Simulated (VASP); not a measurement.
SnSe, 4 atoms in the cell. It takes space group Cmcm (No. 63, orthorhombic). Conventional cell: a = 4.508 Å, b = 11.442 Å, c = 4.035 Å, α = 90.00°, β = 90.00°, γ = 90.00°. Within 3.5 Å of Sn (site symmetry m2m) lie 5 Se at 2.63 to 3.03 Å. Se (site symmetry m2m) has 5 Sn at 2.63 to 3.03 Å within 3.5 Å.  This cell differs from its parent crystal: strained.

```yaml
Program: VASP 6.6.1
Task: single point
Functional: PBE
Potentials_or_basis: VASP PAW PBE potentials, release 64 (Sn_d, Se)
Cutoff: 520 eV
k_mesh: 8 × 8 × 6
Occupations: gaussian, width 0.02 eV
Spin: no spin polarisation
Dipole_correction: no
Further_INCAR_settings: ALGO = Normal; EDIFF = 1e-07; NBANDS = 28
```

Potentials or basis: VASP PAW PBE potentials, release 64 (Sn_d, Se).

Run with:

```sh
$ cat potpaw_PBE.64/Sn_d/POTCAR potpaw_PBE.64/Se/POTCAR > POTCAR
$ mpirun -np 1 vasp_std > vasp.out
```

Hardware: 1 thread of Intel Xeon 8259CL, on a shared host.

Problem. How long does it take, and how much memory?

Solution. Wall time 6 min on 1 thread of Intel Xeon 8259CL, on a shared host, peak memory 0.39 GiB. Counts: scf iterations 14, k points 84.
